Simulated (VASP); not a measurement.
# Si12F in VASP: single point with PBE+D3(BJ)

Aim: the single point of Si12F with PBE+D3(BJ).

All numbers are computed with VASP 6.6.1; they aren't measurements. Logs are shortened: lines on timing, memory, paths and dates and some standing lists are left out, and cuts for length are marked.

## (1) The cell of the first run

The cell holds a slab with vacuum, 13 atoms: a = 7.667 Å, b = 5.422 Å, c = 20.688 Å, α = 90.00°, β = 90.00°, γ = 90.00°.

## (2) Single point, PBE+D3(BJ), collinear spin

INCAR

```
PREC     = Accurate       # precision mode
ENCUT    = 520            # plane-wave cutoff, eV
EDIFF    = 1E-6           # SCF threshold, eV
ISMEAR   = 0              # smearing method
SIGMA    = 0.05           # smearing width, eV
LREAL    = False          # projectors in reciprocal space
LASPH    = True           # aspherical terms in the spheres
NELM     = 200            # most SCF steps
ALGO     = Normal         # electronic algorithm
ISIF     = 2              # what is computed and relaxed
LWAVE    = False          # write WAVECAR
LCHARG   = False          # write CHGCAR
ISPIN    = 2              # spin polarisation
MAGMOM   = 0 0 0 0 0 0 0 0 0 0 0 0 1 # initial moments
LORBIT   = 11             # projections on sites
LDIPOL   = True         
IDIPOL   = 3            
DIPOL    = 0.5 0.5 0.298
GGA      = PE             # functional
IVDW     = 12             # dispersion correction
NBANDS   = 44             # bands
GGA_COMPAT= False        
NELMDL   = -8
```

KPOINTS

```
Automatic mesh
0
Gamma
  4 5 1
```

POSCAR

```
Si12F
1.0
    7.6671881066      0.0000000000      0.0000000000
    0.0000000000      5.4215207028      0.0000000000
    0.0000000000      0.0000000000     20.6877892746
Si F
12 1
Direct
    0.2500000000      0.0000000000      0.1933507707
    0.7500000000      0.0000000000      0.1933507707
    0.0000000000      0.2500000000      0.1933507707
    0.5000000000      0.2500000000      0.1933507707
    0.0000000000      0.5038916242      0.2835650177
    0.5000000000      0.5038916242      0.2835650177
    0.2500000000      0.7461083758      0.2835650177
    0.7500000000      0.7461083758      0.2835650177
    0.2500000000      0.0085912032      0.3716099953
    0.7500000000      0.0085912032      0.3716099953
    0.0000000000      0.2414087968      0.3716099953
    0.5000000000      0.2414087968      0.3716099953
    0.2500000000      0.5085912032      0.4779529192
```

Potentials or basis: VASP PAW PBE potentials, release 64 (Si, F).

Launch:

```
cat potpaw_PBE.64/Si/POTCAR potpaw_PBE.64/F/POTCAR > POTCAR
mpirun -np 1 vasp_std > vasp.out
```

OUTCAR:

```text
PREC = Accurate
   ENCUT = 520
   EDIFF = 1E-6
   ISMEAR = 0
   LREAL = False
   LASPH = True
   NELM = 200
   ISIF = 2
   ISPIN = 2
   LORBIT = 11
   GGA = PE
   IVDW = 12
   NELMDL = -8
 IVDW          = 12

 ion  position               nearest neighbor table
   1  0.250  0.000  0.193-   7 2.32   4 2.35   3 2.35
   2  0.750  0.000  0.193-   8 2.32   4 2.35   3 2.35
   3  0.000  0.250  0.193-   5 2.32   2 2.35   1 2.35
   4  0.500  0.250  0.193-   6 2.32   2 2.35   1 2.35
   5  0.000  0.504  0.284-  11 2.31   3 2.32   8 2.32   7 2.32
   6  0.500  0.504  0.284-  12 2.31   4 2.32   8 2.32   7 2.32
   7  0.250  0.746  0.284-   9 2.31   1 2.32   6 2.32   5 2.32
   8  0.750  0.746  0.284-  10 2.31   2 2.32   6 2.32   5 2.32
   9  0.250  0.009  0.372-  11 2.30  12 2.30   7 2.31
  10  0.750  0.009  0.372-  11 2.30  12 2.30   8 2.31
  11  0.000  0.241  0.372-   9 2.30  10 2.30   5 2.31
  12  0.500  0.241  0.372-   9 2.30  10 2.30   6 2.31
  13  0.250  0.509  0.478-

  LATTYP: Found a simple orthorhombic cell.
 ALAT       =     5.4215207028
 B/A-ratio  =     1.4142135624
 C/A-ratio  =     3.8158646639

  Lattice vectors:

 A1 = (   0.0000000000,  -5.4215207028,   0.0000000000)
 A2 = (   7.6671881066,   0.0000000000,   0.0000000000)
 A3 = (   0.0000000000,   0.0000000000,  20.6877892746)

Analysis of symmetry for initial positions (statically):
=====================================================================
 Subroutine PRICEL returns:
 Original cell was already a primitive cell.

 Routine SETGRP: Setting up the symmetry group for a
 simple orthorhombic supercell.

 Subroutine GETGRP returns: Found  2 space group operations
 (whereof  1 operations were pure point group operations)
 out of a pool of  8 trial point group operations.

The static configuration has the point symmetry C_1 .
 The point group associated with its full space group is C_1h.

Analysis of symmetry for dynamics (positions and initial velocities):
=====================================================================
 Subroutine PRICEL returns:
 Original cell was already a primitive cell.

 Routine SETGRP: Setting up the symmetry group for a
 simple orthorhombic supercell.

 Subroutine GETGRP returns: Found  2 space group operations
 (whereof  1 operations were pure point group operations)
 out of a pool of  8 trial point group operations.

The dynamic configuration has the point symmetry C_1 .
 The point group associated with its full space group is C_1h.

Analysis of structural, dynamic, and magnetic symmetry:
=====================================================================
 Subroutine PRICEL returns:
 Original cell was already a primitive cell.

 Routine SETGRP: Setting up the symmetry group for a
 simple orthorhombic supercell.

 Subroutine GETGRP returns: Found  2 space group operations
 (whereof  1 operations were pure point group operations)
 out of a pool of  8 trial point group operations.

The overall configuration has the point symmetry C_1 .
 The point group associated with its full space group is C_1h.

 Subroutine INISYM returns: Found  2 space group operations
 (whereof  1 operations are pure point group operations),
 and found     1 'primitive' translations

----------------------------------------------------------------------------------------

                                     Primitive cell

  volume of cell :     859.9463

  direct lattice vectors                    reciprocal lattice vectors
     7.667188107  0.000000000  0.000000000     0.130425912  0.000000000  0.000000000
     0.000000000  5.421520703  0.000000000     0.000000000  0.184450093  0.000000000
     0.000000000  0.000000000 20.687789275     0.000000000  0.000000000  0.048337693

  length of vectors
     7.667188107  5.421520703 20.687789275     0.130425912  0.184450093  0.048337693
[... 89 lines left out ...]
   EDIFFG = 0.1E-04   stopping-criterion for IOM
   NSW    =      0    number of steps for IOM
   IBRION =     -1    ionic relax: 0-MD 1-quasi-New 2-CG
   NFREE  =      0    steps in history (QN), initial steepest desc. (CG)
   ISIF   =      2    stress and relaxation
   ISYM   =      2    0-nonsym 1-usesym 2-fastsym
   POTIM  = 0.5000    time-step for ionic-motion
   TEBEG  =    0.0;   TEEND  =   0.0 temperature during run
   PSTRESS=    0.0 pullay stress
   NELECT =      55.0000    total number of electrons
   NUPDOWN=      -1.0000    fix difference up-down
   EMIN   =  10.00;   EMAX   =-10.00  energy-range for DOS
   EFERMI =   0.00;   METHOD = LEGACY
   ISMEAR =     0;   SIGMA  =   0.05  broadening in eV -4-tet -1-fermi 0-gaus
   EFERMI_NEDOS =   21; number of points for ismear=-14 and -15
   IALGO  =     38    algorithm
   IMIX   =      4    mixing-type and parameters
     AMIX     =   0.40;   BMIX     =  1.00
     AMIX_MAG =   1.60;   BMIX_MAG =  1.00
  volume/ion in A,a.u.               =      66.15       446.40
  Fermi-wavevector in a.u.,A,eV,Ry     =   0.654694  1.237193  5.831794  0.428625
  Thomas-Fermi vector in A             =   1.725334
   LORBIT       =     11    0 simple, 1 ext, 2 COOP (PROOUT), +10 PAW based schemes
   GGA     = PE    functional components
   LHFCALC =     F    Hartree Fock is set to
   AEXX    =    0.0000 exact exchange contribution
   IVDW    =    12    specifies the selected vdW correction
   LEPSILON=     F    determine dielectric tensor
   LRPA    =     F    only Hartree local field effects (RPA)
 spin polarized calculation
 Gauss-broadening in eV      SIGMA  =   0.05
  energy-cutoff  :      520.00
  volume of cell :      859.95
 maximum number of plane-waves:     23198
 NGX is ok and might be reduce to    60
   NGX = 29   NGY = 21   NGZ = 77

 dipolmoment           0.000000      0.000000     -0.140580 electrons x Angstroem

 number of electron      55.0000006 magnetization       0.0628888

 number of electron      55.0000006 magnetization      -0.0286213

 dipolmoment           0.000000      0.000000      0.549811 electrons x Angstroem

 Free energy of the ion-electron system (eV)
  ---------------------------------------------------
  ext. energy  EPLUGINS =         0.00000000
  ---------------------------------------------------
  free energy    TOTEN  =       -59.45658167 eV

  energy without entropy =      -59.44329616  energy(sigma->0) =      -59.44993892

 E-fermi :  -2.6223     XC(G=0):  -3.5563

 val. band max:       -2.6231074002   @ k =   0.5000   0.0000   0.0000
 cond. band min:      -2.6217700140   @ k =   0.5000   0.0000   0.0000
 fundamental gap:      0.0013373862
 Fermi energy:        -2.6222629022

 spin component 1

 k-point     1 :       0.0000    0.0000    0.0000
  band No.  band energies     occupation
      1     -21.8313      1.00000
      2     -14.1056      1.00000
      3     -12.2465      1.00000
      4     -12.0274      1.00000
      5     -12.0176      1.00000
      6     -10.7791      1.00000
[... 367 lines left out ...]
     38       0.9597      0.00000
     39       1.7837      0.00000
 Fermi energy:        -2.6222629022

 spin component 2

 k-point     1 :       0.0000    0.0000    0.0000
  band No.  band energies     occupation
      1     -21.8262      1.00000
      2     -14.1073      1.00000
      3     -12.2486      1.00000
      4     -12.0288      1.00000
      5     -12.0197      1.00000
      6     -10.7813      1.00000
[... 367 lines left out ...]
     38       0.9580      0.00000
     39       1.7826      0.00000
 [bands above 39 left out]

------------------------ aborting loop because EDIFF is reached ----------------------------------------

 vacuum level on the upper side and lower side of the slab       (xc-potential included)         1.103        -1.243

 Edisp (eV)   -3.10186

 E8    (eV) :    -1.3436

  FORCE on cell =-STRESS in cart. coord.  units (eV):
  Direction    XX          YY          ZZ          XY          YZ          ZX
  --------------------------------------------------------------------------------------
  -------------------------------------------------------------------------------------
  Total       0.10477    -0.68780    -2.20338     0.00000    -1.01081     0.00000
  in kB       0.19520    -1.28145    -4.10516     0.00000    -1.88325     0.00000
  external pressure =       -1.73 kB  Pullay stress =        0.00 kB

 VOLUME and BASIS-vectors are now :
 -----------------------------------------------------------------------------
  energy-cutoff  :      520.00
  volume of cell :      859.95
      direct lattice vectors                 reciprocal lattice vectors
     7.667188107  0.000000000  0.000000000     0.130425912  0.000000000  0.000000000
     0.000000000  5.421520703  0.000000000     0.000000000  0.184450093  0.000000000
     0.000000000  0.000000000 20.687789275     0.000000000  0.000000000  0.048337693

 POSITION                                       TOTAL-FORCE (eV/Angst)
 -----------------------------------------------------------------------------------
      1.91680      0.00000      4.00000         0.000000      0.481527      0.009963
      5.75039      0.00000      4.00000         0.000000      0.558865     -0.048294
      0.00000      1.35538      4.00000        -0.070649     -0.466198     -0.085811
      3.83359      1.35538      4.00000         0.070649     -0.466198     -0.085811
      0.00000      2.73186      5.86633         0.058939     -0.051189     -0.023386
      3.83359      2.73186      5.86633        -0.058939     -0.051189     -0.023386
      1.91680      4.04504      5.86633         0.000000      0.043939      0.104572
      5.75039      4.04504      5.86633         0.000000      0.118910      0.042679
      1.91680      0.04658      7.68779         0.000000     -0.218208      0.286920
      5.75039      0.04658      7.68779         0.000000     -0.088808      0.256658
      0.00000      1.30880      7.68779         0.326121      0.183407      0.406350
      3.83359      1.30880      7.68779        -0.326121      0.183407      0.406350
      1.91680      2.75734      9.88779         0.000000     -0.228265     -1.246805
 -----------------------------------------------------------------------------------
    total drift:                               -0.000000      0.000104     -0.000260

  FREE ENERGIE OF THE ION-ELECTRON SYSTEM (eV)
  ---------------------------------------------------
  free  energy   TOTEN  =       -62.5584436752 eV

  energy  without entropy=      -62.5451581585  energy(sigma->0) =      -62.55180092

 vacuum level on the upper side and lower side of the slab         4.572         2.170

 total charge

# of ion       s       p       d       tot
------------------------------------------
    1        0.810   0.832   0.000   1.643
    2        0.808   0.834   0.000   1.642
    3        0.807   0.838   0.000   1.645
    4        0.807   0.838   0.000   1.645
    5        0.780   0.921   0.000   1.701
    6        0.780   0.921   0.000   1.701
    7        0.777   0.926   0.000   1.704
    8        0.782   0.915   0.000   1.696
    9        0.810   0.829   0.000   1.639
   10        0.807   0.857   0.000   1.664
   11        0.809   0.831   0.000   1.641
   12        0.809   0.831   0.000   1.641
   13        1.744   4.184   0.000   5.928
--------------------------------------------------
tot         11.332  14.557   0.000  25.889

 magnetization (x)

# of ion       s       p       d       tot
------------------------------------------
    1       -0.000  -0.002   0.000  -0.002
    2        0.000   0.001   0.000   0.001
    3       -0.000  -0.004   0.000  -0.005
    4       -0.000  -0.004   0.000  -0.005
    5       -0.000  -0.001   0.000  -0.001
    6       -0.000  -0.001   0.000  -0.001
    7       -0.000  -0.000   0.000  -0.000
    8       -0.000  -0.001   0.000  -0.001
    9       -0.001  -0.003   0.000  -0.004
   10        0.000  -0.000   0.000  -0.000
   11        0.000   0.002   0.000   0.002
   12        0.000   0.002   0.000   0.002
   13        0.000   0.003   0.000   0.003
--------------------------------------------------
tot         -0.001  -0.007   0.000  -0.009
```

Wall time 81 min (1 thread of Intel Xeon 8259CL, shared host); peak memory 1.4 GiB.

Results:

```yaml
Free_energy: -62.5584 eV
Largest_force: 1.268 eV/Å
Net_moment: -0.03 μB per cell
Valence_electrons_inside_the_program's_atomic_spheres: Si 1.64, 1.65, 1.70, 1.66 (each value once); F 5.93
Dispersion_energy_per_atom: -0.239 eV
```

Forces in eV/Å, atoms in the order of the input:
```
Si   0.000  0.482  0.010
Si   0.000  0.559 -0.048
Si  -0.071 -0.466 -0.086
Si   0.071 -0.466 -0.086
Si   0.059 -0.051 -0.023
Si  -0.059 -0.051 -0.023
Si   0.000  0.044  0.105
Si   0.000  0.119  0.043
Si   0.000 -0.218  0.287
Si   0.000 -0.089  0.257
Si   0.326  0.183  0.406
Si  -0.326  0.183  0.406
F    0.000 -0.228 -1.247
```

Levels at points of the mesh, in eV from the Fermi level:
Spin up:
| k point | band 24 | band 25 | band 26 | band 27 | band 28 | band 29 | band 30 | band 31 | band 32 | band 33 |
| --- | --- | --- | --- | --- | --- | --- | --- | --- | --- | --- |
| (0.00, 0.00, 0.00) | -0.73 | -0.54 | -0.47 | -0.34 | -0.23 | 0.35 | 0.56 | 0.64 | 1.13 | 2.07 |
| (0.50, 0.00, 0.00) | -0.80 | -0.66 | -0.61 | -0.15 | -0.01 | 0.00 | 0.07 | 1.66 | 1.71 | 2.69 |
Spin down:
```
           k point  band 25  band 26  band 27  band 28  band 29  band 30  band 31  band 32
(0.00, 0.00, 0.00)    -0.54    -0.47    -0.34    -0.23     0.35     0.56     0.64     1.13
(0.50, 0.00, 0.00)    -0.66    -0.61    -0.16    -0.02     0.00     0.07     1.66     1.70
```
